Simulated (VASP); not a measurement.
Here is a VASP 6.6.1 calculation.

Contents of INCAR:

```
  PREC = Accurate
  ENCUT = 600
  EDIFF = 1E-6
  ISMEAR = -1
  SIGMA = 0.02
  LREAL = F
  LASPH = T
  NELM = 100
  ALGO = Normal
  ISIF = 3
  LWAVE = F
  LCHARG = F
  GGA = PE
  IBRION = 2
  NSW = 80
  EDIFFG = -0.005
```

File KPOINTS:

```
Automatic mesh
0
Gamma
  6 6 6
```

File POSCAR:

```
TePb
1.0
    0.0000000000      3.2310000000      3.2310000000
    3.2310000000      0.0000000000      3.2310000000
    3.2310000000      3.2310000000      0.0000000000
Te Pb
1 1
Direct
    0.5000000000      0.5000000000      0.5000000000
    0.0000000000      0.0000000000      0.0000000000
```

Potentials or basis: VASP PAW PBE potentials, release 64 (Te, Pb_d).

Run with:

```console
$ cat potpaw_PBE.64/Te/POTCAR potpaw_PBE.64/Pb_d/POTCAR > POTCAR
$ mpirun -np 1 vasp_std > vasp.out
```

Problem. Estimate the band gap on the k mesh.

Solution. 0.83 eV, direct.

Problem. Predict the space group after relaxing (to 0.05 Å).

Solution. Fm-3m (No. 225).

Final structure:
```
Te Pb
1.0
     0.00000    3.28417    3.28417
     3.28417    0.00000    3.28417
     3.28417    3.28417    0.00000
Te Pb
1 1
Direct
  0.50000 0.50000 0.50000
  0.00000 0.00000 0.00000
```

Caveat: spin-orbit coupling is left out, which moves the levels of the heavy elements. A k mesh can miss the band edges.
